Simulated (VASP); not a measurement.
The system is Na4Y3N.

```
Na Y N
1.0
     5.43761    0.00000    0.00000
     0.00000    5.43761    0.00000
     0.00000    0.00000    5.43761
Na Y N
4 3 1
Direct
  0.50000 0.50000 0.50000
  0.00000 0.50000 0.50000
  0.50000 0.00000 0.50000
  0.50000 0.50000 0.00000
  0.50000 0.00000 0.00000
  0.00000 0.50000 0.00000
  0.00000 0.00000 0.50000
  0.00000 0.00000 0.00000
```

The cell was built from a structure type or drawn by symmetry, and may not be a known phase.

```yaml
Program: VASP 6.6.1
Task: relaxation of cell and atoms
Functional: PBE
Potentials_or_basis: VASP PAW PBE potentials, release 64 (Na_pv, Y_sv, N)
Cutoff: 600 eV
k_mesh: 4 × 4 × 4
Occupations: gaussian, width 0.1 eV
Spin: no spin polarisation
```

At the start: pressure 10.4 GPa; volume 20.10 Å³/atom.

Where does the relaxation end?

Over 4 steps the energy falls by 141.6 meV/atom and the volume is 25.44 Å³/atom (+26.6 %); space group Pm-3m (No. 221, to 0.1 Å) before and after.

The path:
```
step  energy change (eV)  largest force (eV/Å)  pressure (GPa)  volume (Å³)
   1              0.0000                0.0000           10.44       160.78
   2             -1.0868                0.0000            1.53       193.21
   3             -1.1304                0.0000           -0.31       205.83
   4             -1.1328                0.0000           -0.02       203.55
```

Final structure:
```cif
data_structure
_symmetry_space_group_name_H-M 'P 1'
_symmetry_Int_Tables_number 1
_cell_length_a 5.8825
_cell_length_b 5.8825
_cell_length_c 5.8825
_cell_angle_alpha 90.000
_cell_angle_beta 90.000
_cell_angle_gamma 90.000
_cell_volume 203.55
loop_
_atom_site_label
_atom_site_type_symbol
_atom_site_fract_x
_atom_site_fract_y
_atom_site_fract_z
_atom_site_occupancy
Na1 Na 0.50000 0.50000 0.50000 1
Na2 Na 0.00000 0.50000 0.50000 1
Na3 Na 0.50000 0.00000 0.50000 1
Na4 Na 0.50000 0.50000 0.00000 1
Y1 Y 0.50000 0.00000 0.00000 1
Y2 Y 0.00000 0.50000 0.00000 1
Y3 Y 0.00000 0.00000 0.50000 1
N1 N 0.00000 0.00000 0.00000 1
```

Caveat: the volume moved by over 15 % at a fixed basis, so the end points are rough.
